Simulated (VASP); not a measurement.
# MoF: single point with PBE

Crystal: MoF.

```
CELL_PARAMETERS angstrom
0.00000 2.40636 2.40636
2.40636 0.00000 2.40636
2.40636 2.40636 0.00000
ATOMIC_POSITIONS crystal
Mo 0.00000 0.00000 0.00000
F 0.50000 0.50000 0.50000
```

```yaml
Program: VASP 6.6.1
Task: single point
Functional: PBE
Potentials_or_basis: VASP PAW PBE potentials, release 64 (Mo_sv, F)
Cutoff: 520 eV
k_mesh: 20 × 20 × 20
Occupations: gaussian, width 0.1 eV
Spin: collinear spin, ferromagnetic start
Starting_moments: "[1.64, 0.0] μB"
```

```json
{
 "Pressure": "0.0 GPa",
 "Net moment": "2.41 μB per cell",
 "Site moments": "Mo +2.03; F +0.08 μB",
 "Valence electrons inside the program's atomic spheres": "Mo 12.06; F 6.05"
}
```

Levels at points of the mesh, in eV from the Fermi level:
Spin up:
| k point | band 8 | band 9 | band 10 | band 11 | band 12 | band 13 | band 14 | band 15 | band 16 | band 17 |
| --- | --- | --- | --- | --- | --- | --- | --- | --- | --- | --- |
| (0.00, 0.00, 0.00) | -7.34 | -3.15 | -2.00 | -2.00 | -2.00 | -0.94 | -0.94 | 10.05 | 18.25 | 18.25 |
| (0.50, 0.00, 0.00) | -8.35 | -1.48 | -0.50 | -0.50 | 1.18 | 1.18 | 2.16 | 5.78 | 11.13 | 11.13 |
| (0.50, 0.50, 0.00) | -7.65 | -3.77 | -1.21 | 0.00 | 0.53 | 0.53 | 4.18 | 5.56 | 10.76 | 10.76 |
Spin down:
```
           k point  band 7  band 8  band 9  band 10  band 11  band 12
(0.00, 0.00, 0.00)   -7.17   -7.17   -2.25    -0.50    -0.50    -0.50
(0.50, 0.00, 0.00)   -8.01   -8.01   -0.28     1.02     1.02     2.71
(0.50, 0.50, 0.00)   -7.45   -7.45   -2.45     0.27     1.64     2.17
```

Wall time 6.8 min on 1 thread of Intel(R) Xeon(R) Platinum 8259CL CPU @ 2.50GHz (Skylake/Cascade Lake), on a shared host, peak memory 0.34 GiB.
